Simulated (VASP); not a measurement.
Write the native input for VASP 6.6.1 that does the following.

```
Task                   : single point
Functional             : PBE
Potentials or basis    : VASP PAW PBE potentials, release 64 (Mg, I)
Cutoff                 : 520 eV
k mesh                 : 6 × 6 × 4
Occupations            : gaussian, width 0.05 eV
Spin                   : no spin polarisation
Dipole correction      : no
Further INCAR settings : ALGO = Normal; EDIFF = 1e-07; NBANDS = 15
```

The structure of MgI2 lies in POSCAR:

```
MgI2
1.0
    4.2295124603      0.0000000000      0.0000000000
   -2.1147562301      3.6628652362      0.0000000000
    0.0000000000      0.0000000000      7.8531465561
Mg I
1 2
Direct
    0.0000000000      0.0000000000      0.0000000000
    0.3333333333      0.6666666667      0.7897071656
    0.6666666667      0.3333333333      0.2102928344
```

One way to write it, as run:

INCAR

```
SYSTEM = MgI2
ALGO = Normal
EDIFF = 1E-7
ENCUT = 520
GGA = PE
ISIF = 2
ISMEAR = 0
LASPH = .True.
LCHARG = .False.
LREAL = .False.
LWAVE = .False.
NBANDS = 15
NELM = 60
PREC = Accurate
SIGMA = 0.05
```

KPOINTS

```
k-points
0
Gamma
  6 6 4
  0 0 0
```

Potentials or basis: VASP PAW PBE potentials, release 64 (Mg, I).

Command:

```sh
$ cat potpaw_PBE.64/Mg/POTCAR potpaw_PBE.64/I/POTCAR > POTCAR
$ mpirun -np 1 vasp_std > vasp.out
```

Results of the run:

- Pressure: 0.0 GPa
- Largest force: 0.056 eV/Å
- Band gap on the k mesh: 3.65 eV, indirect (least direct gap 3.73 eV)

Caveat: spin-orbit coupling is left out, which moves the levels of the heavy elements; this functional lacks dispersion, which binds the layers, so the pressure and a relaxed spacing across them are unreliable.

Run time: 24 s on 1 thread of AMD EPYC 9R45 96-Core Processor (Zen 5) (shared host), peak memory 0.22 GiB.
